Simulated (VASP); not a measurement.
# BN (P6_3mc) in VASP: settings compared, part 3 of 3

VASP 6.6.1. The steps go on from the part before.

### 4 Single point, r2SCAN (uniaxial z strain +3.0%)

File POSCAR:

```
BN
1.0
    2.5439499996      0.0000000000      0.0000000000
   -1.2719749998      2.2031253256      0.0000000000
    0.0000000000      0.0000000000      4.3340498018
B N
2 2
Direct
    0.3333333333      0.6666666667     -0.0004863536
    0.6666666667      0.3333333333      0.4995136464
    0.3333333333      0.6666666667      0.3754863536
    0.6666666667      0.3333333333      0.8754863536
```

File INCAR.step1:

```
SYSTEM = BN
  ALGO = Normal
  EDIFF = 1E-4
  ENCUT = 520
  GGA = PE
  ISMEAR = 0
  LASPH = .True.
  LCHARG = .False.
  LREAL = .False.
  LWAVE = .True.
  NBANDS = 16
  NELM = 60
  PREC = Accurate
  SIGMA = 0.01
```

File INCAR.step2:

```
SYSTEM = BN
  ALGO = Normal
  EDIFF = 1E-6
  ENCUT = 520
  ISIF = 2
  ISMEAR = 0
  ISTART = 1
  LASPH = .True.
  LCHARG = .True.
  LELF = .True.
  LMIXTAU = .True.
  LREAL = .False.
  LVHAR = .True.
  LWAVE = .False.
  METAGGA = R2SCAN
  NBANDS = 16
  NELM = 60
  PREC = Accurate
  SIGMA = 0.01
```

File KPOINTS:

```
k-points
0
Gamma
  12 12 6
  0 0 0
```

Potentials or basis: VASP PAW PBE potentials, release 64 (B, N).

Started as:

```bash
> cat potpaw_PBE.64/B/POTCAR potpaw_PBE.64/N/POTCAR > POTCAR
> cp INCAR.step1 INCAR
> mpirun -np 1 vasp_std > vasp.out
> cp INCAR.step2 INCAR
> mpirun -np 1 vasp_std > vasp.out
```

OUTCAR:

```text
SYSTEM = BN
   EDIFF = 1E-6
   ENCUT = 520
   ISIF = 2
   ISMEAR = 0
   ISTART = 1
   LASPH = .True.
   LREAL = .False.
   METAGGA = R2SCAN
   NELM = 60
   PREC = Accurate

 ion  position               nearest neighbor table
   1  0.333  0.667  1.000-   4 1.56   4 1.56   4 1.56   3 1.63
   2  0.667  0.333  0.500-   3 1.56   3 1.56   3 1.56   4 1.63
   3  0.333  0.667  0.375-   2 1.56   2 1.56   2 1.56   1 1.63
   4  0.667  0.333  0.875-   1 1.56   1 1.56   1 1.56   2 1.63

  LATTYP: Found a hexagonal cell.
 ALAT       =     2.5439499996
[... 650 lines left out ...]
     16      24.0566      0.00000

 [... further k-points ...]
[... 5 lines left out ...]
  --------------------------------------------------------------------------------------
  -------------------------------------------------------------------------------------
  Total       -0.0777811     -0.0777811     -4.1362855      0.0000000     -0.0000000      0.0000000
  in kB       -5.1303058     -5.1303058   -272.8220206      0.0000000     -0.0000000      0.0000000
  external PRESSURE =     -94.3608774 kB  Pullay stress =       0.0000000 kB

 VOLUME and BASIS-vectors are now :
 -----------------------------------------------------------------------------
  energy-cutoff  :      520.00
  volume of cell :       24.29
      direct lattice vectors                 reciprocal lattice vectors
     2.543950000  0.000000000  0.000000000     0.393089487  0.226950321  0.000000000
    -1.271975000  2.203125326  0.000000000     0.000000000  0.453900642  0.000000000
     0.000000000  0.000000000  4.334049802     0.000000000  0.000000000  0.230731082

 POSITION                                       TOTAL-FORCE (eV/Angst)
 -----------------------------------------------------------------------------------
     -0.00000      1.46875      4.33194         0.000000     -0.000000      0.010705
      1.27197      0.73438      2.16492        -0.000000     -0.000000      0.010705
     -0.00000      1.46875      1.62738        -0.000000      0.000000     -0.010705
      1.27197      0.73438      3.79440         0.000000      0.000000     -0.010705
 -----------------------------------------------------------------------------------
    total drift:                               -0.000000      0.000000     -0.002034

  FREE ENERGIE OF THE ION-ELECTRON SYSTEM (eV)
  ---------------------------------------------------
  free  energy   TOTEN  =       -38.2073504951 eV

  energy  without entropy=      -38.2073504951  energy(sigma->0) =      -38.20735050
```

OUTCAR.step1:

```text
SYSTEM = BN
   EDIFF = 1E-4
   ENCUT = 520
   GGA = PE
   ISMEAR = 0
   LASPH = .True.
   LREAL = .False.
   NELM = 60
[... 686 lines left out ...]
      1.27197      0.73438      2.16492        -0.000000      0.000000      0.055685
     -0.00000      1.46875      1.62738         0.000000      0.000000     -0.055685
      1.27197      0.73438      3.79440        -0.000000      0.000000     -0.055685
 -----------------------------------------------------------------------------------
    total drift:                               -0.000000      0.000000      0.000099

  FREE ENERGIE OF THE ION-ELECTRON SYSTEM (eV)
  ---------------------------------------------------
  free  energy   TOTEN  =       -34.7852751196 eV

  energy  without entropy=      -34.7852751196  energy(sigma->0) =      -34.78527512
```

OSZICAR.step1:

```text
N       E                     dE             d eps       ncg     rms          rms(c)
DAV:   1     0.387046558396E+02    0.38705E+02   -0.84672E+03  2432   0.976E+02
DAV:   2    -0.342704983274E+02   -0.72975E+02   -0.68209E+02  3512   0.227E+02
DAV:   3    -0.366539944264E+02   -0.23835E+01   -0.23778E+01  2784   0.379E+01
DAV:   4    -0.366600056980E+02   -0.60113E-02   -0.60108E-02  2928   0.219E+00
DAV:   5    -0.366600222879E+02   -0.16590E-04   -0.16590E-04  2576   0.107E-01    0.930E+00
DAV:   6    -0.349344643022E+02    0.17256E+01   -0.22151E+00  2992   0.136E+01    0.439E+00
DAV:   7    -0.348126730415E+02    0.12179E+00   -0.30154E-01  3056   0.444E+00    0.270E+00
DAV:   8    -0.347862643010E+02    0.26409E-01   -0.54248E-02  2928   0.187E+00    0.258E-01
DAV:   9    -0.347849972033E+02    0.12671E-02   -0.20816E-03  2744   0.537E-01    0.133E-01
DAV:  10    -0.347852677688E+02   -0.27057E-03   -0.52752E-04  2968   0.181E-01    0.264E-02
DAV:  11    -0.347852751196E+02   -0.73508E-05   -0.28319E-05  1288   0.536E-02
   1 F= -.34785275E+02 E0= -.34785275E+02  d E =-.307617E-22
```

Wall time 98 s (1 thread of Intel Xeon Platinum 8488C (Sapphire Rapids), shared host); peak memory 0.15 GiB.

What came out:

| Property | Result |
| --- | --- |
| Free energy | -38.2074 eV |
| Pressure | -9.4 GPa |
| Largest force | 0.011 eV/Å |
| Band gap on the k mesh | 5.75 eV, indirect (least direct gap 8.10 eV) |

Forces in eV/Å, atoms in the order of the input:
```
B    0.000  0.000  0.011
B    0.000  0.000  0.011
N    0.000  0.000 -0.011
N    0.000  0.000 -0.011
```

Levels at points of the mesh, in eV from the valence-band top:
| k point | band 4 | band 5 | band 6 | band 7 | band 8 | band 9 | band 10 | band 11 | band 12 | band 13 |
| --- | --- | --- | --- | --- | --- | --- | --- | --- | --- | --- |
| (0.00, 0.00, 0.00) | -1.92 | -1.92 | -0.29 | 0.00 | 0.00 | 8.10 | 9.26 | 9.26 | 10.46 | 11.52 |
| (0.50, 0.00, 0.00) | -8.24 | -6.92 | -4.88 | -4.26 | -2.27 | 7.50 | 8.34 | 11.52 | 11.92 | 12.86 |
| (0.00, 0.00, 0.50) | -6.05 | -1.05 | -1.05 | -1.05 | -1.05 | 10.38 | 10.38 | 10.73 | 10.73 | 10.73 |
| (0.50, 0.00, 0.50) | -10.19 | -3.75 | -3.75 | -3.71 | -3.71 | 6.97 | 6.97 | 10.39 | 10.39 | 15.11 |

Caveat: the cell differs from its parent crystal (uniaxial z strain +3.0%); the PAW data sets were made with another functional, which shifts forces and pressure a little. A k mesh can miss the band edges.

### 5 Single point, r2SCAN (uniaxial z strain +4.0%)

File POSCAR:

```
BN
1.0
    2.5439499996      0.0000000000      0.0000000000
   -1.2719749998      2.2031253256      0.0000000000
    0.0000000000      0.0000000000      4.3761279552
B N
2 2
Direct
    0.3333333333      0.6666666667     -0.0009744027
    0.6666666667      0.3333333333      0.4990255973
    0.3333333333      0.6666666667      0.3759744027
    0.6666666667      0.3333333333      0.8759744027
```

File INCAR.step1:

```
SYSTEM = BN
PREC = Accurate ; ENCUT = 520
ISMEAR = 0 ; SIGMA = 0.01
LREAL = .FALSE. ; LASPH = .TRUE.
NELM = 80 ; NBANDS = 16
GGA = PE ; ALGO = Normal
EDIFF = 1E-4 ; LWAVE = .TRUE.
LCHARG = .FALSE.
```

File INCAR.step2:

```
SYSTEM = BN
PREC = Accurate ; ENCUT = 520
EDIFF = 1E-6 ; ISMEAR = 0
SIGMA = 0.01 ; LREAL = .FALSE.
LASPH = .TRUE. ; NELM = 80
ALGO = Normal ; ISIF = 2
LWAVE = .FALSE. ; LCHARG = .FALSE.
METAGGA = R2SCAN ; LMIXTAU = .TRUE.
NBANDS = 16 ; ISTART = 1
```

File KPOINTS:

```
Automatic mesh
0
G
  12 12 6
  0 0 0
```

Started as:

```bash
> cat potpaw_PBE.64/B/POTCAR potpaw_PBE.64/N/POTCAR > POTCAR
> cp INCAR.step1 INCAR
> mpirun -np 1 vasp_std > vasp.out
> cp INCAR.step2 INCAR
> mpirun -np 1 vasp_std > vasp.out
```

Wall time 91 s (1 thread of Intel Xeon Platinum 8488C (Sapphire Rapids), shared host); peak memory 0.15 GiB.

Results (log left out):

* Free energy: -38.1619 eV
* Pressure: -12.3 GPa
* Largest force: 0.012 eV/Å
* Band gap on the k mesh: 5.79 eV, indirect (least direct gap 7.71 eV)

Forces on the atoms (eV/Å):
```
B    0.000  0.000  0.012
B    0.000  0.000  0.012
N    0.000  0.000 -0.012
N    0.000  0.000 -0.012
```

Stress tensor (GPa, compression positive):
```
 -1.00   0.00   0.00
  0.00  -1.00   0.00
  0.00   0.00 -34.96
```

Levels at points of the mesh, in eV from the valence-band top:
```
           k point  band 6  band 7  band 8  band 9  band 10  band 11
(0.00, 0.00, 0.00)   -0.28    0.00    0.00    7.71     9.34     9.34
(0.50, 0.00, 0.00)   -4.78   -4.14   -2.29    7.57     8.26    11.61
(0.00, 0.00, 0.50)   -1.00   -1.00   -1.00   10.42    10.42    10.75
(0.50, 0.00, 0.50)   -3.70   -3.67   -3.67    6.89     6.89    10.30
```

Caveat: the cell differs from its parent crystal (uniaxial z strain +4.0%); the PAW data sets were made with another functional, which shifts forces and pressure a little.

### 6 Summary

| level | cell | smearing | gap on the mesh (eV) | pressure (GPa) | largest force (eV/Å) |
| --- | --- | --- | --- | --- | --- |
| PBE | a = 2.544, b = 2.544, c = 4.208 Å, angles 90.0, 90.0, 120.0°, 4 atoms | fermi-dirac 0.02 eV | 5.19 | 4.9 | 0.01 |
| r2SCAN | a = 2.544, b = 2.544, c = 4.292 Å, angles 90.0, 90.0, 120.0°, 4 atoms | gaussian 0.01 eV | 5.72 | -6.2 | 0.01 |
| r2SCAN | a = 2.544, b = 2.544, c = 4.334 Å, angles 90.0, 90.0, 120.0°, 4 atoms | gaussian 0.01 eV | 5.75 | -9.4 | 0.01 |
| r2SCAN | a = 2.544, b = 2.544, c = 4.376 Å, angles 90.0, 90.0, 120.0°, 4 atoms | gaussian 0.01 eV | 5.79 | -12.3 | 0.01 |

Alike in all rows: task single point; potentials or basis VASP PAW PBE potentials, release 64 (B, N); no spin polarisation; k mesh 12 × 12 × 6; cutoff (eV) 520.

Caveats: the PAW data sets were made with another functional, which shifts forces and pressure a little (some runs).

Total energies depend on the potentials used, so only differences within one code and one set of settings carry meaning.
